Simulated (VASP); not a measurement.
Runs of VASP 6.6.1 on Sb. It takes space group R-3m (No. 166, trigonal). The conventional cell has a = 4.308 Å, b = 4.308 Å, c = 11.274 Å, α = 90.00°, β = 90.00°, γ = 120.00°. Within 3.8 Å of Sb (site symmetry 3m) lie 6 Sb at 2.91 to 3.35 Å. 

| k mesh | gap on the mesh (eV) | pressure (GPa) | largest force (eV/Å) |
| --- | --- | --- | --- |
| 3 × 3 × 3 | 1.30 | 1.0 | 0.14 |
| 6 × 6 × 6 | none | 0.2 | 0.09 |
| 4 × 4 × 4 | 0.07 | 0.3 | 0.09 |
| 8 × 8 × 8 | none | 0.2 | (b) |
| 5 × 5 × 5 | (a) | 0.1 | 0.05 |
| 2 × 2 × 2 | (d) | 6.9 | (c) |

Alike in all rows: task single point; level PBEsol; potentials or basis VASP PAW PBE potentials, release 64 (Sb); no spin polarisation; cell as given; cutoff (eV) 520; smearing fermi-dirac 0.1 eV.

Question: Fill in the values left out.

Answer: (a) 0.38; (b) 0.18; (c) 2.00; (d) 0.15.

Caveats: some runs use coarse meshes; the PAW data sets were made with another functional, which shifts forces and pressure a little; spin-orbit coupling is left out, which moves the levels of the heavy elements.

A k mesh can miss the band edges, and the runs leave out spin-orbit coupling on Sb.

A gap of «none» marks levels without a gap at the run's occupations.
